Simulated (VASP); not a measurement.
A run of VASP 6.6.1 is set up as follows.

The input INCAR:

```
SYSTEM = TaN
PREC     = Accurate       ! precision mode
ENCUT    = 520            ! plane-wave cutoff, eV
EDIFF    = 1E-6           ! SCF threshold, eV
ISMEAR   = 0              ! smearing method
SIGMA    = 0.15           ! smearing width, eV
LREAL    = .FALSE.        ! projectors in reciprocal space
LASPH    = .TRUE.         ! aspherical terms in the spheres
NELM     = 80             ! most SCF steps
ALGO     = Normal         ! electronic algorithm
ISIF     = 2              ! what is computed and relaxed
LWAVE    = .FALSE.        ! write WAVECAR
LCHARG   = .FALSE.        ! write CHGCAR
GGA      = PS             ! functional
NBANDS   = 15             ! bands
```

File KPOINTS:

```
regular mesh
0
G
  18 18 16
  0 0 0
```

Contents of POSCAR:

```
TaN
1.0
    2.9379988584      0.0000000000      0.0000000000
   -1.4689994292      2.4680501983      0.0000000000
    0.0000000000      0.0000000000      2.8830000000
Ta N
1 1
Direct
    0.3333333333      0.6666666667      0.5000000000
    0.0000000000      0.0000000000      0.0000000000
```

Potentials or basis: VASP PAW PBE potentials, release 64 (Ta_pv, N).

Launch:

```sh
$ cat potpaw_PBE.64/Ta_pv/POTCAR potpaw_PBE.64/N/POTCAR > POTCAR
$ mpirun -np 1 vasp_std > vasp.out
```

**Question.** What does it give for the pressure?

**Answer.** 7.0 GPa.

**Question.** What does it give for the band gap on the k mesh?

**Answer.** Zero (band 8 reaches 8.58 eV, above the bottom of band 9 at 8.31 eV).

**Question.** Estimate the largest force.

**Answer.** 0.087 eV/Å.

Forces on the atoms (eV/Å):
```
Ta   0.000  0.087  0.000
N    0.000 -0.087  0.000
```

Caveat: the cell differs from its parent crystal (strain -0.0300 x Voigt [0, 1, 0, 0, 0, 0]); the PAW data sets were made with another functional, which shifts forces and pressure a little; spin-orbit coupling is left out, which moves the levels of the heavy elements.
